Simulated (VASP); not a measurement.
A run of VASP 6.6.1 is set up as follows.

Contents of INCAR:

```
PREC     = Accurate       # precision mode
ENCUT    = 520            # plane-wave cutoff, eV
EDIFF    = 1E-7           # SCF threshold, eV
ISMEAR   = 0              # smearing method
SIGMA    = 0.1            # smearing width, eV
LREAL    = F              # projectors in reciprocal space
LASPH    = T              # aspherical terms in the spheres
NELM     = 100            # most SCF steps
ALGO     = Normal         # electronic algorithm
ISIF     = 2              # what is computed and relaxed
LWAVE    = F              # write WAVECAR
LCHARG   = F              # write CHGCAR
GGA      = PE             # functional
NBANDS   = 34             # bands
```

The input KPOINTS:

```
Automatic mesh
0
Gamma
  4 4 4
```

Contents of POSCAR:

```
NaTi2B6
1.0
    0.0000000000      3.4617394200      3.4617394200
    3.4617394200      0.0000000000      3.4617394200
    3.4617394200      3.4617394200      0.0000000000
Na Ti B
1 2 6
Direct
    0.0000000000      0.0000000000      0.0000000000
    0.2500000000      0.2500000000      0.2500000000
    0.7500000000      0.7500000000      0.7500000000
    0.7650354200      0.2349645800      0.2349645800
    0.2349645800      0.7650354200      0.7650354200
    0.2349645800      0.7650354200      0.2349645800
    0.7650354200      0.2349645800      0.7650354200
    0.2349645800      0.2349645800      0.7650354200
    0.7650354200      0.7650354200      0.2349645800
```

Potentials or basis: VASP PAW PBE potentials, release 64 (Na_pv, Ti_sv, B).

Launch:

```sh
$ cat potpaw_PBE.64/Na_pv/POTCAR potpaw_PBE.64/Ti_sv/POTCAR potpaw_PBE.64/B/POTCAR > POTCAR
$ mpirun -np 1 vasp_std > vasp.out
```

(1) Estimate the pressure.

(2) Predict the largest force.

## Answers

(1) 38.8 GPa.

(2) 10.391 eV/Å.

Caveat: the k points lie up to 0.39 Å⁻¹ apart; forces of over 1 eV/Å act on the atoms, so gaps and moduli don't describe the material at rest.
